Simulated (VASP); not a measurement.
# Sn (P6/mmm) in VASP: further runs

Runs on Sn. Level: PBE. Tasks: single point, relaxation of cell and atoms.

Program: VASP 6.6.1. These are calculated values, not measurements. Logs are shortened: lines on timing, memory, paths and dates and some standing lists are left out, and cuts for length are marked.

## (1) The cell of the first run

The structure is hexagonal, space group P6/mmm (No. 191). Conventional cell: a = 3.250 Å, b = 3.250 Å, c = 5.691 Å, α = 90.00°, β = 90.00°, γ = 120.00°. Within 3.7 Å of Sn (site symmetry 6mm) lie 8 Sn at 2.80 to 3.25 Å.

The cell was built from a structure type or drawn by symmetry, and may not be a known phase.

## (2) Single point, PBE

File INCAR:

```
PREC = Accurate
ENCUT = 520
EDIFF = 1E-7
ISMEAR = 0
SIGMA = 0.1
LREAL = False
LASPH = True
NELM = 80
ALGO = Normal
ISIF = 2
LWAVE = False
LCHARG = True
GGA = PE
LELF = True
LVHAR = True
NBANDS = 21
```

File KPOINTS:

```
Automatic mesh
0
Gamma
  6 6 4
```

File POSCAR:

```
Sn
1.0
    3.2495851200      0.0000000000      0.0000000000
   -1.6247925600      2.8142232700      0.0000000000
    0.0000000000      0.0000000000      5.6913786100
Sn
2
Direct
    0.0000000000      0.0000000000      0.7536145300
    0.0000000000      0.0000000000      0.2463854700
```

Potentials or basis: VASP PAW PBE potentials, release 64 (Sn_d).

Run with:

```sh
$ cat potpaw_PBE.64/Sn_d/POTCAR > POTCAR
$ mpirun -np 1 vasp_std > vasp.out
```

OUTCAR:

```text
PREC = Accurate
   ENCUT = 520
   EDIFF = 1E-7
   ISMEAR = 0
   LREAL = False
   LASPH = True
   NELM = 80
   ISIF = 2
   GGA = PE

 ion  position               nearest neighbor table
   1  0.000  0.000  0.754-   2 2.80   2 2.89
   2  0.000  0.000  0.246-   1 2.80   1 2.89

  LATTYP: Found a hexagonal cell.
 ALAT       =     3.2495851200
 C/A-ratio  =     1.7514169963

  Lattice vectors:

 A1 = (   3.2495851200,   0.0000000000,   0.0000000000)
 A2 = (  -1.6247925600,   2.8142232700,   0.0000000000)
 A3 = (   0.0000000000,   0.0000000000,   5.6913786100)

Analysis of symmetry for initial positions (statically):
=====================================================================
 Subroutine PRICEL returns:
 Original cell was already a primitive cell.

 Routine SETGRP: Setting up the symmetry group for a
 hexagonal supercell.

 Subroutine GETGRP returns: Found 24 space group operations
 (whereof 24 operations were pure point group operations)
 out of a pool of 24 trial point group operations.

The static configuration has the point symmetry D_6h.

Analysis of symmetry for dynamics (positions and initial velocities):
=====================================================================
 Subroutine PRICEL returns:
 Original cell was already a primitive cell.

 Routine SETGRP: Setting up the symmetry group for a
 hexagonal supercell.

 Subroutine GETGRP returns: Found 24 space group operations
 (whereof 24 operations were pure point group operations)
 out of a pool of 24 trial point group operations.

The dynamic configuration has the point symmetry D_6h.

 Subroutine INISYM returns: Found 24 space group operations
 (whereof 24 operations are pure point group operations),
 and found     1 'primitive' translations

----------------------------------------------------------------------------------------

                                     Primitive cell

  volume of cell :      52.0480

  direct lattice vectors                    reciprocal lattice vectors
     3.249585120  0.000000000  0.000000000     0.307731591  0.177668917  0.000000000
    -1.624792560  2.814223270  0.000000000     0.000000000  0.355337834  0.000000000
     0.000000000  0.000000000  5.691378610     0.000000000  0.000000000  0.175704354

  length of vectors
     3.249585120  3.249585124  5.691378610     0.355337834  0.355337834  0.175704354

  position of ions in fractional coordinates (direct lattice)
     0.000000000  0.000000000  0.753614530
     0.000000000  0.000000000  0.246385470

  ion indices of the primitive-cell ions
   primitive index   ion index
                 1           1
                 2           2

----------------------------------------------------------------------------------------

 KPOINTS: Automatic mesh

Automatic generation of k-mesh.
 Grid dimensions read from file:
 generate k-points for:    6    6    4

 Generating k-lattice:

  Cartesian coordinates                     Fractional coordinates (reciprocal lattice)
     0.051288599  0.029611486  0.000000000     0.166666667  0.000000000  0.000000000
     0.000000000  0.059222972  0.000000000     0.000000000  0.166666667  0.000000000
     0.000000000  0.000000000  0.043926088     0.000000000  0.000000000  0.250000000

  Length of vectors
     0.059222972  0.059222972  0.043926088

  Shift w.r.t. Gamma in fractional coordinates (k-lattice)
     0.000000000  0.000000000  0.000000000

 Subroutine IBZKPT returns following result:
 ===========================================

 Found     21 irreducible k-points:

 Following reciprocal coordinates:
            Coordinates               Weight
  0.000000  0.000000  0.000000      1.000000
  0.166667  0.000000  0.000000      6.000000
  0.333333  0.000000  0.000000      6.000000
  0.500000  0.000000  0.000000      3.000000
  0.166667  0.166667  0.000000      6.000000
  0.333333  0.166667  0.000000     12.000000
[... 13 lines left out ...]
  0.333333  0.166667  0.500000     12.000000
  0.333333  0.333333  0.500000      2.000000
   k-points           NKPTS =     21   k-points in BZ     NKDIM =     21   number of bands    NBANDS=     21
   number of dos      NEDOS =    301   number of ions     NIONS =      2
   total plane-waves  NPLWV =  24192
   dimension x,y,z NGX =    24 NGY =   24 NGZ =   42
   dimension x,y,z NGXF=    48 NGYF=   48 NGZF=   84
   ions per type =               2
   NGX,Y,Z   is equivalent  to a cutoff of  12.28, 12.28, 12.27 a.u.
   NGXF,Y,Z  is equivalent  to a cutoff of  24.56, 24.56, 24.54 a.u.
 SYSTEM =  unknown system
   PREC   = accura    normal or accurate (medium, high low for compatibility)
   ISTART =      0    job   : 0-new  1-cont  2-samecut
   ICHARG =      2    charge: 1-file 2-atom 10-const
   ISPIN  =      1    spin polarized calculation?
   LNONCOLLINEAR =      F non collinear calculations
   LSORBIT =      F    spin-orbit coupling
   LASPH  =      T    aspherical Exc in radial PAW
   ENCUT  =  520.0 eV  38.22 Ry    6.18 a.u.   6.04  6.04 10.58*2*pi/ulx,y,z
   NELM   =     80;   NELMIN=  2; NELMDL= -5     # of ELM steps
   EDIFF  = 0.1E-06   stopping-criterion for ELM
   LREAL  =      F    real-space projection
   EDIFFG = 0.1E-05   stopping-criterion for IOM
   NSW    =      0    number of steps for IOM
   IBRION =     -1    ionic relax: 0-MD 1-quasi-New 2-CG
   NFREE  =      0    steps in history (QN), initial steepest desc. (CG)
   ISIF   =      2    stress and relaxation
   ISYM   =      2    0-nonsym 1-usesym 2-fastsym
   POTIM  = 0.5000    time-step for ionic-motion
   TEBEG  =    0.0;   TEEND  =   0.0 temperature during run
   PSTRESS=    0.0 pullay stress
   NELECT =      28.0000    total number of electrons
   NUPDOWN=      -1.0000    fix difference up-down
   EMIN   =  10.00;   EMAX   =-10.00  energy-range for DOS
   EFERMI =   0.00;   METHOD = LEGACY
   ISMEAR =     0;   SIGMA  =   0.10  broadening in eV -4-tet -1-fermi 0-gaus
   EFERMI_NEDOS =   21; number of points for ismear=-14 and -15
   IALGO  =     38    algorithm
   IMIX   =      4    mixing-type and parameters
     AMIX     =   0.40;   BMIX     =  1.00
     AMIX_MAG =   1.60;   BMIX_MAG =  1.00
  volume/ion in A,a.u.               =      26.02       175.62
  Fermi-wavevector in a.u.,A,eV,Ry     =   1.331454  2.516083 24.120000  1.772770
  Thomas-Fermi vector in A             =   2.460464
   LORBIT       =      0    0 simple, 1 ext, 2 COOP (PROOUT), +10 PAW based schemes
   GGA     = PE    functional components
   LHFCALC =     F    Hartree Fock is set to
   AEXX    =    0.0000 exact exchange contribution
   IVDW    =     0    specifies the selected vdW correction
   LEPSILON=     F    determine dielectric tensor
   LRPA    =     F    only Hartree local field effects (RPA)
 non-spin polarized calculation
 Gauss-broadening in eV      SIGMA  =   0.10
  energy-cutoff  :      520.00
  volume of cell :       52.05
 maximum number of plane-waves:      1422
   NGX = 13   NGY = 13   NGZ = 21

 number of electron      27.9999993 magnetization

 Free energy of the ion-electron system (eV)
  ---------------------------------------------------
  ext. energy  EPLUGINS =         0.00000000
  ---------------------------------------------------
  free energy    TOTEN  =        -7.28136565 eV

  energy without entropy =       -7.27204384  energy(sigma->0) =       -7.27670474

 E-fermi :   8.7896     XC(G=0): -10.5053

 val. band max:        8.7155284994   @ k =   0.1667   0.1667   0.2500
 cond. band min:       8.8775046078   @ k =   0.3333   0.1667   0.2500
 fundamental gap:      0.1619761084
 Fermi energy:         8.7896314646

 k-point     1 :       0.0000    0.0000    0.0000
  band No.  band energies     occupation
      1     -13.3824      2.00000
      2     -13.0088      2.00000
      3     -13.0088      2.00000
      4     -13.0049      2.00000
      5     -13.0049      2.00000
      6     -12.9796      2.00000
[... 13 lines left out ...]
     20      19.1254      0.00000
     21      19.9632      0.00000

 k-point     2 :       0.1667    0.0000    0.0000
  band No.  band energies     occupation
      1     -13.3609      2.00000
      2     -13.0370      2.00000
      3     -13.0167      2.00000
      4     -13.0121      2.00000
      5     -12.9891      2.00000
      6     -12.9599      2.00000
[... 13 lines left out ...]
     20      17.5119      0.00000
     21      19.6324      0.00000

 k-point     3 :       0.3333    0.0000    0.0000
  band No.  band energies     occupation
      1     -13.3249      2.00000
      2     -13.0998      2.00000
      3     -13.0278      2.00000
      4     -13.0264      2.00000
      5     -13.0166      2.00000
      6     -12.8607      2.00000
[... 13 lines left out ...]
     20      17.9029      0.00000
     21      19.0491      0.00000

 k-point     4 :       0.5000    0.0000    0.0000
  band No.  band energies     occupation
      1     -13.3113      2.00000
      2     -13.1306      2.00000
      3     -13.0335      2.00000
      4     -13.0322      2.00000
      5     -13.0301      2.00000
      6     -12.8688      2.00000
[... 13 lines left out ...]
     20      18.4836      0.00000
     21      19.2387      0.00000

 k-point     5 :       0.1667    0.1667    0.0000
  band No.  band energies     occupation
      1     -13.3297      2.00000
      2     -13.0783      2.00000
      3     -13.0289      2.00000
      4     -13.0165      2.00000
      5     -12.9842      2.00000
      6     -12.8985      2.00000
[... 13 lines left out ...]
     20      17.4199      0.00000
     21      18.9332      0.00000
[... 310 lines left out ...]
     20      15.6405      0.00000
     21      16.0212      0.00000

 k-point    19 :       0.1667    0.1667    0.5000
  band No.  band energies     occupation
      1     -13.0659      2.00000
      2     -13.0034      2.00000
      3     -12.9987      2.00000
      4     -12.9978      2.00000
      5     -12.9755      2.00000
      6     -12.9445      2.00000
[... 13 lines left out ...]
     20      19.6896      0.00000
     21      19.9047      0.00000

 k-point    20 :       0.3333    0.1667    0.5000
  band No.  band energies     occupation
      1     -13.0540      2.00000
      2     -13.0185      2.00000
      3     -13.0053      2.00000
      4     -12.9731      2.00000
      5     -12.9640      2.00000
      6     -12.9475      2.00000
[... 13 lines left out ...]
     20      16.7412      0.00000
     21      19.1880      0.00000

 k-point    21 :       0.3333    0.3333    0.5000
  band No.  band energies     occupation
      1     -13.0030      2.00000
      2     -12.9885      2.00000
      3     -12.9885      2.00000
      4     -12.9576      2.00000
      5     -12.9576      2.00000
      6     -12.9259      2.00000
[... 13 lines left out ...]
     20      17.0640      0.00000
     21      17.0675      0.00000

------------------------ aborting loop because EDIFF is reached ----------------------------------------

  FORCE on cell =-STRESS in cart. coord.  units (eV):
  Direction    XX          YY          ZZ          XY          YZ          ZX
  --------------------------------------------------------------------------------------
  -------------------------------------------------------------------------------------
  Total        1.0573665      1.0573665      3.7654309      0.0000000      0.0000000      0.0000000
  in kB       32.5485909     32.5485910    115.9101117      0.0000000      0.0000000      0.0000000
  external PRESSURE =      60.3357645 kB  Pullay stress =       0.0000000 kB

 VOLUME and BASIS-vectors are now :
 -----------------------------------------------------------------------------
  energy-cutoff  :      520.00
  volume of cell :       52.05
      direct lattice vectors                 reciprocal lattice vectors
     3.249585120  0.000000000  0.000000000     0.307731591  0.177668917  0.000000000
    -1.624792560  2.814223270  0.000000000     0.000000000  0.355337834  0.000000000
     0.000000000  0.000000000  5.691378610     0.000000000  0.000000000  0.175704354

 POSITION                                       TOTAL-FORCE (eV/Angst)
 -----------------------------------------------------------------------------------
      0.00000      0.00000      4.28911        -0.000000     -0.000000     -0.421980
      0.00000      0.00000      1.40227         0.000000      0.000000      0.421980
 -----------------------------------------------------------------------------------
    total drift:                                0.000000      0.000000      0.000000

  FREE ENERGIE OF THE ION-ELECTRON SYSTEM (eV)
  ---------------------------------------------------
  free  energy   TOTEN  =        -7.2813656486 eV

  energy  without entropy=       -7.2720438354  energy(sigma->0) =       -7.27670474
```

Run time: 25 s. Hardware: 1 thread of Intel Xeon 8259CL, shared host; peak memory 0.16 GiB.

What came out:

* Free energy: -7.2814 eV
* Pressure: 6.0 GPa
* Largest force: 0.422 eV/Å
* Band gap on the k mesh: zero (bands 14 and 15 overlap by 8.17 eV)

Forces on the atoms (eV/Å):
```
Sn   0.000  0.000 -0.422
Sn   0.000  0.000  0.422
```

Caveat: the k points lie up to 0.37 Å⁻¹ apart, too coarse for converged energies and pressures of a metal; spin-orbit coupling is left out, which moves the levels of the heavy elements.

## (3) Single point, PBE

This run uses another cell than the first one, of 28.84 Å³/atom.

File INCAR:

```
  PREC = Accurate
  ENCUT = 520
  EDIFF = 1E-6
  ISMEAR = 0
  SIGMA = 0.1
  LREAL = F
  LASPH = T
  NELM = 80
  ALGO = Normal
  ISIF = 2
  LWAVE = F
  LCHARG = F
  GGA = PE
  NBANDS = 21
```

KPOINTS is that of step 2.

File POSCAR:

```
Sn
1.0
    3.2244848952      0.0000000000      0.0000000000
   -1.6122424476      2.7924858334      0.0000000000
    0.0000000000      0.0000000000      6.4047869793
Sn
2
Direct
    0.0000000000      0.0000000000      0.7499424341
    0.0000000000      0.0000000000      0.2500575659
```

Potentials or basis: VASP PAW PBE potentials, release 64 (Sn_d).

Run with:

```sh
$ cat potpaw_PBE.64/Sn_d/POTCAR > POTCAR
$ mpirun -np 1 vasp_std > vasp.out
```

Run time: 28 s. Hardware: 1 thread of Intel Xeon 8259CL, shared host; peak memory 0.17 GiB.

It converged, with:

```yaml
Free_energy: -7.6369 eV
Pressure: -0.2 GPa
Band_gap_on_the_k_mesh: zero (bands 14 and 15 overlap by 5.79 eV)
```

Forces in eV/Å, atoms in the order of the input:
```
Sn   0.000  0.000  0.003
Sn   0.000  0.000 -0.003
```

Stress tensor (GPa, compression positive):
```
-0.27  0.00  0.00
 0.00 -0.27  0.00
 0.00  0.00 -0.19
```

Levels at points of the mesh, in eV from the Fermi level:
| k point | band 12 | band 13 | band 14 | band 15 | band 16 | band 17 |
| --- | --- | --- | --- | --- | --- | --- |
| (0.00, 0.00, 0.00) | -8.35 | -4.63 | 4.01 | 7.37 | 7.37 | 7.55 |
| (0.50, 0.00, 0.00) | -4.41 | -3.92 | -2.44 | -1.26 | 3.04 | 3.62 |
| (0.00, 0.00, 0.50) | -9.94 | -1.09 | -1.09 | 8.27 | 8.27 | 8.27 |
| (0.50, 0.00, 0.50) | -5.77 | -3.62 | -3.62 | 2.59 | 2.60 | 4.44 |

Caveat: the k points lie up to 0.38 Å⁻¹ apart, too coarse for converged energies and pressures of a metal; spin-orbit coupling is left out, which moves the levels of the heavy elements.

## (4) Relaxation of cell and atoms, PBE

File INCAR:

```
  PREC = Accurate
  ENCUT = 600
  EDIFF = 1E-7
  ISMEAR = 0
  SIGMA = 0.1
  LREAL = False
  LASPH = True
  NELM = 60
  ALGO = Normal
  ISIF = 3
  LWAVE = False
  LCHARG = False
  GGA = PE
  IBRION = 2
  NSW = 90
  EDIFFG = -0.04
```

KPOINTS is that of step 3.

File POSCAR:

```
Sn
1.0
    3.2495851200      0.0000000000      0.0000000000
   -1.6247925600      2.8142232700      0.0000000000
    0.0000000000      0.0000000000      5.6913786100
Sn
2
Direct
    0.0000000000      0.0000000000      0.7536145300
    0.0000000000      0.0000000000      0.2463854700
```

Run with:

```sh
$ cat potpaw_PBE.64/Sn_d/POTCAR > POTCAR
$ mpirun -np 1 vasp_std > vasp.out
```

It took 3.8 min on 1 thread of Intel Xeon 8259CL, shared host; peak memory 0.2 GiB.

Results (log left out):

| Property | Result |
| --- | --- |
| Free energy | -7.6354 eV |
| Relaxed volume | 28.71 Å³/atom |
| Relaxed cell | a = 3.220 Å, b = 3.220 Å, c = 6.394 Å, α = 90.00°, β = 90.00°, γ = 120.00° |
| Space group after relaxing (to 0.1 Å) | P6/mmm (No. 191) |
| Energy gained by relaxing | 177.0 meV/atom |
| Ionic steps | 10 |
| Pressure after relaxing | 0.0 GPa |
| Largest force after relaxing | 0.030 eV/Å |
| Band gap on the k mesh | zero (bands 14 and 15 overlap by 5.80 eV) |

Forces in eV/Å, atoms in the order of the input:
```
Sn   0.000  0.000  0.030
Sn   0.000  0.000 -0.030
```

Step by step:
| step | energy change (eV) | largest force (eV/Å) | pressure (GPa) | volume (Å³) |
| --- | --- | --- | --- | --- |
| 1 | 0.0000 | 0.4224 | 6.08 | 52.05 |
| 2 | -0.2516 | 0.0004 | -1.46 | 59.77 |
| 3 | -0.2555 | 0.0097 | -2.57 | 61.20 |
| 4 | -0.2735 | 0.0082 | -2.01 | 61.36 |
| 5 | -0.3179 | 0.0590 | -2.70 | 61.35 |
| 6 | -0.3516 | 0.0595 | 0.34 | 57.14 |
| 7 | -0.3521 | 0.0602 | -0.01 | 57.54 |
| 8 | -0.3536 | 0.0431 | 0.05 | 57.34 |
| 9 | -0.3538 | 0.0479 | 0.03 | 57.39 |
| 10 | -0.3539 | 0.0297 | 0.01 | 57.42 |

Final structure:
```cif
data_structure
_symmetry_space_group_name_H-M 'P 1'
_symmetry_Int_Tables_number 1
_cell_length_a 3.2201
_cell_length_b 3.2201
_cell_length_c 6.3942
_cell_angle_alpha 90.000
_cell_angle_beta 90.000
_cell_angle_gamma 120.000
_cell_volume 57.42
loop_
_atom_site_label
_atom_site_type_symbol
_atom_site_fract_x
_atom_site_fract_y
_atom_site_fract_z
_atom_site_occupancy
Sn1 Sn 0.00000 0.00000 0.74943 1
Sn2 Sn 0.00000 0.00000 0.25057 1
```

Levels at points of the mesh, in eV from the Fermi level:
```csv
k point,band 10,band 11,band 12,band 13,band 14,band 15,band 16,band 17,band 18
"(0.00, 0.00, 0.00)",-21.35,-10.84,-8.37,-4.65,4.03,7.40,7.40,7.57,9.63
"(0.50, 0.00, 0.00)",-21.27,-6.65,-4.44,-3.91,-2.46,-1.27,3.03,3.63,5.65
"(0.00, 0.00, 0.50)",-21.39,-9.99,-9.96,-1.11,-1.08,8.29,8.29,8.32,8.32
"(0.50, 0.00, 0.50)",-21.33,-5.79,-5.76,-3.65,-3.63,2.59,2.63,4.44,4.46
```

Caveat: the k points lie up to 0.38 Å⁻¹ apart in the final cell, too coarse for converged energies and pressures of a metal; spin-orbit coupling is left out, which moves the levels of the heavy elements.

## (5) Overview

| task | cell | cutoff (eV) | gap on the mesh (eV) | pressure (GPa) | largest force (eV/Å) |
| --- | --- | --- | --- | --- | --- |
| single point | a = 3.250, b = 3.250, c = 5.691 Å, angles 90.0, 90.0, 120.0°, 2 atoms, atomic positions A | 520 | none | 6.0 | 0.42 |
| single point | a = 3.224, b = 3.224, c = 6.405 Å, angles 90.0, 90.0, 120.0°, 2 atoms, atomic positions B | 520 | none | -0.2 | - |
| relaxation of cell and atoms | relaxed from a = 3.250, b = 3.250, c = 5.691 Å, angles 90.0, 90.0, 120.0°, 2 atoms, atomic positions A | 600 | none | 0.0 | 0.03 |

Alike in all rows: level PBE; potentials or basis VASP PAW PBE potentials, release 64 (Sn_d); no spin polarisation; k mesh 6 × 6 × 4; smearing gaussian 0.1 eV.

Caveats: all runs use coarse meshes; spin-orbit coupling is left out, which moves the levels of the heavy elements.

Total energies depend on the potentials used, so only differences within one code and one set of settings carry meaning.
